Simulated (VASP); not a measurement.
Input of a VASP 6.6.1 run:

INCAR

```
PREC = Accurate
ENCUT = 520
EDIFF = 1E-6
ISMEAR = -1
SIGMA = 0.05
LREAL = F
LASPH = T
NELM = 150
ALGO = Normal
ISIF = 2
LWAVE = F
LCHARG = T
ISPIN = 2
MAGMOM = 0
LORBIT = 11
NUPDOWN = 0.0
LMAXMIX = 6
GGA = PS
LELF = T
LVHAR = T
NBANDS = 22
```

File KPOINTS:

```
Automatic mesh
0
Gamma
  7 7 7
```

File POSCAR:

```
Yb
1.0
   -2.1514830000      2.1514830000      2.1514830000
    2.1514830000     -2.1514830000      2.1514830000
    2.1514830000      2.1514830000     -2.1514830000
Yb
1
Direct
    0.0000000000      0.0000000000      0.0000000000
```

Potentials or basis: VASP PAW PBE potentials, release 64 (Yb).

Launch:

```sh
$ cat potpaw_PBE.64/Yb/POTCAR > POTCAR
$ mpirun -np 1 vasp_std > vasp.out
```

Task: Estimate the pressure.

Result: -4.2 GPa.

Caveat: the cell stands under tension; the PAW data sets were made with another functional, which shifts forces and pressure a little; the total moment is fixed, so each spin has its own Fermi level.
